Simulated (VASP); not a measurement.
# GaP (zincblende type) (F-43m) in VASP: a series of runs

GaP (zincblende type) is run at these levels: PBE; tasks: single point.

Program: VASP 6.6.1. These are calculated values, not measurements. Logs are shortened: lines on timing, memory, paths and dates and some standing lists are left out, and cuts for length are marked.

## (1) The cell of the first run

The structure is cubic, space group F-43m (No. 216). The conventional cell has a = 5.506 Å, b = 5.506 Å, c = 5.506 Å, α = 90.00°, β = 90.00°, γ = 90.00°. Within 3.1 Å of Ga (site symmetry -43m) lie 4 P at 2.38 Å. P (site symmetry -43m) has 4 Ga at 2.38 Å within 3.1 Å.

## (2) Single point, PBE

The input, INCAR:

```
PREC     = Accurate       # precision mode
ENCUT    = 520            # plane-wave cutoff, eV
EDIFF    = 1E-7           # SCF threshold, eV
ISMEAR   = -1             # smearing method
SIGMA    = 0.02           # smearing width, eV
LREAL    = F              # projectors in reciprocal space
LASPH    = T              # aspherical terms in the spheres
NELM     = 100            # most SCF steps
ALGO     = Normal         # electronic algorithm
ISIF     = 2              # what is computed and relaxed
LWAVE    = F              # write WAVECAR
LCHARG   = F              # write CHGCAR
GGA      = PE             # functional
NBANDS   = 26             # bands
```

The input, KPOINTS:

```
regular mesh
0
Gamma
  8 6 8
```

The input, POSCAR:

```
GaP
1.0
   -2.7529909720      2.7529909720      0.0000000000
    0.0000000000      0.0000000000      5.5059819439
    2.7529909720      2.7529909720      0.0000000000
Ga P
2 2
Direct
    0.0000000000      0.0000000000      0.0000000000
    0.5000000000      0.5000000000      0.5000000000
    0.0000000000      0.2500000000      0.5000000000
    0.5000000000      0.7500000000      0.0000000000
```

Potentials or basis: VASP PAW PBE potentials, release 64 (Ga_d, P).

Started as:

```
> cat potpaw_PBE.64/Ga_d/POTCAR potpaw_PBE.64/P/POTCAR > POTCAR
> mpirun -np 1 vasp_std > vasp.out
```

OUTCAR:

```text
PREC = Accurate
   ENCUT = 520
   EDIFF = 1E-7
   ISMEAR = -1
   LREAL = F
   LASPH = T
   NELM = 100
   ISIF = 2
   GGA = PE

 ion  position               nearest neighbor table
   1  0.000  0.000  0.000-   3 2.38   4 2.38   3 2.38   4 2.38
   2  0.500  0.500  0.500-   3 2.38   4 2.38   4 2.38   3 2.38
   3  0.000  0.250  0.500-   1 2.38   2 2.38   1 2.38   2 2.38
   4  0.500  0.750  0.000-   1 2.38   2 2.38   2 2.38   1 2.38

  LATTYP: Found a simple tetragonal cell.
 ALAT       =     3.8933171697
 C/A-ratio  =     1.4142135623

  Lattice vectors:

 A1 = (   2.7529909720,  -2.7529909720,   0.0000000000)
 A2 = (   2.7529909720,   2.7529909720,   0.0000000000)
 A3 = (   0.0000000000,   0.0000000000,   5.5059819439)

Analysis of symmetry for initial positions (statically):
=====================================================================
 Subroutine PRICEL returns following result:

  LATTYP: Found a face centered cubic cell.
 ALAT       =     5.5059819440

  Lattice vectors:

 A1 = (   2.7529909720,   0.0000000000,   2.7529909720)
 A2 = (   2.7529909720,   2.7529909720,   0.0000000000)
 A3 = (   0.0000000000,   2.7529909720,   2.7529909720)

   2 primitive cells build up your supercell.

 Routine SETGRP: Setting up the symmetry group for a
 simple tetragonal supercell.

 Subroutine GETGRP returns: Found  8 space group operations
 (whereof  8 operations were pure point group operations)
 out of a pool of 16 trial point group operations.

The static configuration has the point symmetry D_2d.

Analysis of symmetry for dynamics (positions and initial velocities):
=====================================================================
 Subroutine PRICEL returns following result:

  LATTYP: Found a face centered cubic cell.
 ALAT       =     5.5059819440

  Lattice vectors:

 A1 = (   2.7529909720,   0.0000000000,   2.7529909720)
 A2 = (   2.7529909720,   2.7529909720,   0.0000000000)
 A3 = (   0.0000000000,   2.7529909720,   2.7529909720)

   2 primitive cells build up your supercell.

 Routine SETGRP: Setting up the symmetry group for a
 simple tetragonal supercell.

 Subroutine GETGRP returns: Found  8 space group operations
 (whereof  8 operations were pure point group operations)
 out of a pool of 16 trial point group operations.

The dynamic configuration has the point symmetry D_2d.

 Subroutine INISYM returns: Found  8 space group operations
 (whereof  8 operations are pure point group operations),
 and found     2 'primitive' translations

----------------------------------------------------------------------------------------

                                     Primitive cell

  volume of cell :      41.7296

  direct lattice vectors                    reciprocal lattice vectors
     2.752990972  0.000000000  2.752990972     0.181620646 -0.181620646  0.181620646
     2.752990972  2.752990972  0.000000000     0.181620646  0.181620646 -0.181620646
     0.000000000  2.752990972  2.752990972    -0.181620646  0.181620646  0.181620646

  length of vectors
     3.893317170  3.893317170  3.893317170     0.314576187  0.314576187  0.314576187

  position of ions in fractional coordinates (direct lattice)
     0.000000000  0.000000000  0.000000000
     0.250000000  0.250000000  0.250000000

  ion indices of the primitive-cell ions
   primitive index   ion index
                 1           1
                 2           3

----------------------------------------------------------------------------------------

 KPOINTS: regular mesh

Automatic generation of k-mesh.
 Grid dimensions read from file:
 generate k-points for:    8    6    8

 Generating k-lattice:

  Cartesian coordinates                     Fractional coordinates (reciprocal lattice)
    -0.022702581  0.022702581  0.000000000     0.125000000  0.000000000  0.000000000
     0.000000000  0.000000000  0.030270108     0.000000000  0.166666667  0.000000000
     0.022702581  0.022702581  0.000000000     0.000000000  0.000000000  0.125000000

  Length of vectors
     0.032106298  0.030270108  0.032106298

  Shift w.r.t. Gamma in fractional coordinates (k-lattice)
     0.000000000  0.000000000  0.000000000

 Subroutine IBZKPT returns following result:
 ===========================================

 Found     60 irreducible k-points:

 Following reciprocal coordinates:
            Coordinates               Weight
  0.000000  0.000000  0.000000      1.000000
  0.125000  0.000000  0.000000      4.000000
  0.250000  0.000000  0.000000      4.000000
  0.375000  0.000000  0.000000      4.000000
  0.500000  0.000000  0.000000      2.000000
  0.000000  0.166667  0.000000      2.000000
[... 16 lines left out ...]
  0.375000  0.000000  0.125000      8.000000
  0.500000  0.000000  0.125000      4.000000
 [... further k-points ...]
   k-points           NKPTS =     60   k-points in BZ     NKDIM =     60   number of bands    NBANDS=     26
   number of dos      NEDOS =    301   number of ions     NIONS =      4
   total plane-waves  NPLWV =  37800
   dimension x,y,z NGX =    30 NGY =   42 NGZ =   30
   dimension x,y,z NGXF=    60 NGYF=   84 NGZF=   60
   ions per type =               2   2
   NGX,Y,Z   is equivalent  to a cutoff of  12.81, 12.68, 12.81 a.u.
   NGXF,Y,Z  is equivalent  to a cutoff of  25.62, 25.36, 25.62 a.u.
 SYSTEM =  unknown system
   PREC   = accura    normal or accurate (medium, high low for compatibility)
   ISTART =      0    job   : 0-new  1-cont  2-samecut
   ICHARG =      2    charge: 1-file 2-atom 10-const
   ISPIN  =      1    spin polarized calculation?
   LNONCOLLINEAR =      F non collinear calculations
   LSORBIT =      F    spin-orbit coupling
   LASPH  =      T    aspherical Exc in radial PAW
   ENCUT  =  520.0 eV  38.22 Ry    6.18 a.u.   7.24 10.24  7.24*2*pi/ulx,y,z
   NELM   =    100;   NELMIN=  2; NELMDL= -5     # of ELM steps
   EDIFF  = 0.1E-06   stopping-criterion for ELM
   LREAL  =      F    real-space projection
   EDIFFG = 0.1E-05   stopping-criterion for IOM
   NSW    =      0    number of steps for IOM
   IBRION =     -1    ionic relax: 0-MD 1-quasi-New 2-CG
   NFREE  =      0    steps in history (QN), initial steepest desc. (CG)
   ISIF   =      2    stress and relaxation
   ISYM   =      2    0-nonsym 1-usesym 2-fastsym
   POTIM  = 0.5000    time-step for ionic-motion
   TEBEG  =    0.0;   TEEND  =   0.0 temperature during run
   PSTRESS=    0.0 pullay stress
   NELECT =      36.0000    total number of electrons
   NUPDOWN=      -1.0000    fix difference up-down
   EMIN   =  10.00;   EMAX   =-10.00  energy-range for DOS
   EFERMI =   0.00;   METHOD = LEGACY
   ISMEAR =    -1;   SIGMA  =   0.02  broadening in eV -4-tet -1-fermi 0-gaus
   EFERMI_NEDOS =   21; number of points for ismear=-14 and -15
   IALGO  =     38    algorithm
   IMIX   =      4    mixing-type and parameters
     AMIX     =   0.40;   BMIX     =  1.00
     AMIX_MAG =   1.60;   BMIX_MAG =  1.00
  volume/ion in A,a.u.               =      20.86       140.80
  Fermi-wavevector in a.u.,A,eV,Ry     =   1.236946  2.337490 20.817409  1.530036
  Thomas-Fermi vector in A             =   2.371534
   LORBIT       =      0    0 simple, 1 ext, 2 COOP (PROOUT), +10 PAW based schemes
   GGA     = PE    functional components
   LHFCALC =     F    Hartree Fock is set to
   AEXX    =    0.0000 exact exchange contribution
   IVDW    =     0    specifies the selected vdW correction
   LEPSILON=     F    determine dielectric tensor
   LRPA    =     F    only Hartree local field effects (RPA)
 non-spin polarized calculation
  energy-cutoff  :      520.00
  volume of cell :       83.46
 maximum number of plane-waves:      2316
 NGX is ok and might be reduce to    30
   NGX = 15   NGY = 21   NGZ = 15

 number of electron      35.9999983 magnetization

 Free energy of the ion-electron system (eV)
  ---------------------------------------------------
  ext. energy  EPLUGINS =         0.00000000
  ---------------------------------------------------
  free energy    TOTEN  =       -18.25443115 eV

  energy without entropy =      -18.25443115  energy(sigma->0) =      -18.25443115

 E-fermi :   4.7927     XC(G=0):  -9.6955

 val. band max:        4.3464214509   @ k =   0.0000   0.0000   0.0000
 cond. band min:       5.9225791570   @ k =   0.0000   0.0000   0.0000
 fundamental gap:      1.5761577061
 Fermi energy:         4.7927189022

 k-point     1 :       0.0000    0.0000    0.0000
  band No.  band energies     occupation
      1     -10.2619      2.00000
      2     -10.1559      2.00000
      3     -10.1559      2.00000
      4     -10.1558      2.00000
      5     -10.0971      2.00000
      6     -10.0971      2.00000
[... 18 lines left out ...]
     25      13.0237      0.00000
     26      14.0916      0.00000

 k-point     2 :       0.1250    0.0000    0.0000
  band No.  band energies     occupation
      1     -10.2575      2.00000
      2     -10.1645      2.00000
      3     -10.1536      2.00000
      4     -10.1518      2.00000
      5     -10.1036      2.00000
      6     -10.0992      2.00000
[... 18 lines left out ...]
     25      13.3760      0.00000
     26      13.6590      0.00000

 k-point     3 :       0.2500    0.0000    0.0000
  band No.  band energies     occupation
      1     -10.2471      2.00000
      2     -10.1848      2.00000
      3     -10.1468      2.00000
      4     -10.1429      2.00000
      5     -10.1143      2.00000
      6     -10.1052      2.00000
[... 18 lines left out ...]
     25      12.4843      0.00000
     26      12.5390      0.00000

 k-point     4 :       0.3750    0.0000    0.0000
  band No.  band energies     occupation
      1     -10.2357      2.00000
      2     -10.2066      2.00000
      3     -10.1370      2.00000
      4     -10.1349      2.00000
      5     -10.1238      2.00000
      6     -10.1145      2.00000
[... 18 lines left out ...]
     25      11.2082      0.00000
     26      11.6636      0.00000
[... 496 lines left out ...]
      1     -10.2455      2.00000
      2     -10.1957      2.00000
      3     -10.1394      2.00000
      4     -10.1380      2.00000
      5     -10.1183      2.00000
      6     -10.1031      2.00000
[... 18 lines left out ...]
     25      11.2454      0.00000
     26      11.6221      0.00000

 k-point    23 :       0.3750    0.0000    0.1250
  band No.  band energies     occupation
      1     -10.2378      2.00000
      2     -10.2153      2.00000
      3     -10.1317      2.00000
      4     -10.1282      2.00000
      5     -10.1248      2.00000
      6     -10.1093      2.00000
[... 18 lines left out ...]
     25      10.7985      0.00000
     26      12.3724      0.00000

 k-point    24 :       0.5000    0.0000    0.1250
  band No.  band energies     occupation
      1     -10.2292      2.00000
      2     -10.2292      2.00000
      3     -10.1277      2.00000
      4     -10.1277      2.00000
      5     -10.1183      2.00000
      6     -10.1183      2.00000
[... 18 lines left out ...]
     25      11.8515      0.00000
     26      11.8515      0.00000

 [... further k-points ...]
[... 5 lines left out ...]
  --------------------------------------------------------------------------------------
  -------------------------------------------------------------------------------------
  Total        0.0047443      0.0047443     -0.0084005      0.0000000     -0.0000000      0.0000000
  in kB        0.0910765      0.0910765     -0.1612658      0.0000000     -0.0000000      0.0000000
  external PRESSURE =       0.0069624 kB  Pullay stress =       0.0000000 kB

 VOLUME and BASIS-vectors are now :
 -----------------------------------------------------------------------------
  energy-cutoff  :      520.00
  volume of cell :       83.46
      direct lattice vectors                 reciprocal lattice vectors
    -2.752990972  2.752990972  0.000000000    -0.181620646  0.181620646  0.000000000
     0.000000000  0.000000000  5.505981944     0.000000000  0.000000000  0.181620646
     2.752990972  2.752990972  0.000000000     0.181620646  0.181620646  0.000000000

 POSITION                                       TOTAL-FORCE (eV/Angst)
 -----------------------------------------------------------------------------------
      0.00000      0.00000      0.00000        -0.000000      0.000000     -0.000000
      0.00000      2.75299      2.75299         0.000000     -0.000000     -0.000000
      1.37650      1.37650      1.37650        -0.000000      0.000000      0.000000
     -1.37650      1.37650      4.12949        -0.000000      0.000000      0.000000
 -----------------------------------------------------------------------------------
    total drift:                                0.000000      0.000000      0.000002

  FREE ENERGIE OF THE ION-ELECTRON SYSTEM (eV)
  ---------------------------------------------------
  free  energy   TOTEN  =       -18.2544311530 eV

  energy  without entropy=      -18.2544311530  energy(sigma->0) =      -18.25443115
```

It took 94 s on 1 thread of Intel Xeon Platinum 8488C (Sapphire Rapids), shared host; peak memory 0.25 GiB.

What came out:

```
Free energy            : -18.2544 eV
Pressure               : 0.0 GPa
Band gap on the k mesh : 1.58 eV
```

A k mesh can miss the band edges.

## (3) Single point, PBE

The input, INCAR:

```
SYSTEM = GaP
ALGO = Normal
EDIFF = 1E-6
ENCUT = 520
GGA = PE
ISIF = 2
ISMEAR = -1
LASPH = .TRUE.
LCHARG = .FALSE.
LREAL = .FALSE.
LWAVE = .FALSE.
NBANDS = 26
NELM = 80
PREC = Accurate
SIGMA = 0.02
```

The input, KPOINTS:

```
k-points
0
G
  8 6 8
  0 0 0
```

POSCAR is that of step 2.

Potentials or basis: VASP PAW PBE potentials, release 64 (Ga_d, P).

Started as:

```
> cat potpaw_PBE.64/Ga_d/POTCAR potpaw_PBE.64/P/POTCAR > POTCAR
> mpirun -np 1 vasp_std > vasp.out
```

OUTCAR:

```text
SYSTEM = GaP
   EDIFF = 1E-6
   ENCUT = 520
   GGA = PE
   ISIF = 2
   ISMEAR = -1
   LASPH = .TRUE.
   LREAL = .FALSE.
   NELM = 80
   PREC = Accurate

 ion  position               nearest neighbor table
   1  0.000  0.000  0.000-   3 2.38   4 2.38   3 2.38   4 2.38
   2  0.500  0.500  0.500-   3 2.38   4 2.38   4 2.38   3 2.38
   3  0.000  0.250  0.500-   1 2.38   2 2.38   1 2.38   2 2.38
   4  0.500  0.750  0.000-   1 2.38   2 2.38   2 2.38   1 2.38

  LATTYP: Found a simple tetragonal cell.
 ALAT       =     3.8933171697
 C/A-ratio  =     1.4142135623

  Lattice vectors:

 A1 = (   2.7529909720,  -2.7529909720,   0.0000000000)
 A2 = (   2.7529909720,   2.7529909720,   0.0000000000)
 A3 = (   0.0000000000,   0.0000000000,   5.5059819439)

Analysis of symmetry for initial positions (statically):
=====================================================================
 Subroutine PRICEL returns following result:

  LATTYP: Found a face centered cubic cell.
 ALAT       =     5.5059819440

  Lattice vectors:

 A1 = (   2.7529909720,   0.0000000000,   2.7529909720)
 A2 = (   2.7529909720,   2.7529909720,   0.0000000000)
 A3 = (   0.0000000000,   2.7529909720,   2.7529909720)

   2 primitive cells build up your supercell.

 Routine SETGRP: Setting up the symmetry group for a
 simple tetragonal supercell.

 Subroutine GETGRP returns: Found  8 space group operations
 (whereof  8 operations were pure point group operations)
 out of a pool of 16 trial point group operations.

The static configuration has the point symmetry D_2d.

Analysis of symmetry for dynamics (positions and initial velocities):
=====================================================================
 Subroutine PRICEL returns following result:

  LATTYP: Found a face centered cubic cell.
 ALAT       =     5.5059819440

  Lattice vectors:

[... 123 lines left out ...]
   PSTRESS=    0.0 pullay stress
   NELECT =      36.0000    total number of electrons
   NUPDOWN=      -1.0000    fix difference up-down
   EMIN   =  10.00;   EMAX   =-10.00  energy-range for DOS
   EFERMI =   0.00;   METHOD = LEGACY
   ISMEAR =    -1;   SIGMA  =   0.02  broadening in eV -4-tet -1-fermi 0-gaus
   EFERMI_NEDOS =   21; number of points for ismear=-14 and -15
   IALGO  =     38    algorithm
   IMIX   =      4    mixing-type and parameters
     AMIX     =   0.40;   BMIX     =  1.00
     AMIX_MAG =   1.60;   BMIX_MAG =  1.00
  volume/ion in A,a.u.               =      20.86       140.80
  Fermi-wavevector in a.u.,A,eV,Ry     =   1.236946  2.337490 20.817409  1.530036
  Thomas-Fermi vector in A             =   2.371534
   LORBIT       =      0    0 simple, 1 ext, 2 COOP (PROOUT), +10 PAW based schemes
   GGA     = PE    functional components
   LHFCALC =     F    Hartree Fock is set to
   AEXX    =    0.0000 exact exchange contribution
   IVDW    =     0    specifies the selected vdW correction
   LEPSILON=     F    determine dielectric tensor
   LRPA    =     F    only Hartree local field effects (RPA)
 non-spin polarized calculation
  energy-cutoff  :      520.00
  volume of cell :       83.46
 maximum number of plane-waves:      2316
 NGX is ok and might be reduce to    30
   NGX = 15   NGY = 21   NGZ = 15

 number of electron      35.9999983 magnetization

 Free energy of the ion-electron system (eV)
  ---------------------------------------------------
  ext. energy  EPLUGINS =         0.00000000
  ---------------------------------------------------
  free energy    TOTEN  =       -18.25443150 eV

  energy without entropy =      -18.25443150  energy(sigma->0) =      -18.25443150

 E-fermi :   4.7981     XC(G=0):  -9.6956

 val. band max:        4.3456302065   @ k =   0.0000   0.0000   0.0000
 cond. band min:       5.9221770501   @ k =   0.0000   0.0000   0.0000
 fundamental gap:      1.5765468436
 Fermi energy:         4.7980658240

 k-point     1 :       0.0000    0.0000    0.0000
  band No.  band energies     occupation
      1     -10.2604      2.00000
      2     -10.1544      2.00000
      3     -10.1544      2.00000
      4     -10.1543      2.00000
      5     -10.0955      2.00000
      6     -10.0955      2.00000
[... 685 lines left out ...]
     25      11.8513      0.00000
     26      11.8513      0.00000

 [... further k-points ...]
[... 5 lines left out ...]
  --------------------------------------------------------------------------------------
  -------------------------------------------------------------------------------------
  Total       -0.0587368     -0.0587368     -0.0718456      0.0000000      0.0000000      0.0000000
  in kB       -1.1275773     -1.1275773     -1.3792283      0.0000000      0.0000000      0.0000000
  external PRESSURE =      -1.2114610 kB  Pullay stress =       0.0000000 kB

 VOLUME and BASIS-vectors are now :
 -----------------------------------------------------------------------------
  energy-cutoff  :      520.00
  volume of cell :       83.46
      direct lattice vectors                 reciprocal lattice vectors
    -2.752990972  2.752990972  0.000000000    -0.181620646  0.181620646  0.000000000
     0.000000000  0.000000000  5.505981944     0.000000000  0.000000000  0.181620646
     2.752990972  2.752990972  0.000000000     0.181620646  0.181620646  0.000000000

 POSITION                                       TOTAL-FORCE (eV/Angst)
 -----------------------------------------------------------------------------------
      0.00000      0.00000      0.00000         0.000000     -0.000000      0.000000
      0.00000      2.75299      2.75299        -0.000000      0.000000      0.000000
      1.37650      1.37650      1.37650         0.000000     -0.000000     -0.000000
     -1.37650      1.37650      4.12949         0.000000     -0.000000     -0.000000
 -----------------------------------------------------------------------------------
    total drift:                                0.000000      0.000000      0.000002

  FREE ENERGIE OF THE ION-ELECTRON SYSTEM (eV)
  ---------------------------------------------------
  free  energy   TOTEN  =       -18.2544314955 eV

  energy  without entropy=      -18.2544314955  energy(sigma->0) =      -18.25443150
```

Run time: 76 s. Hardware: 1 thread of Intel Xeon Platinum 8488C (Sapphire Rapids), shared host; peak memory 0.25 GiB.

What came out:

```
Free energy            : -18.2544 eV
Pressure               : -0.1 GPa
Band gap on the k mesh : 1.58 eV
```

A k mesh can miss the band edges.
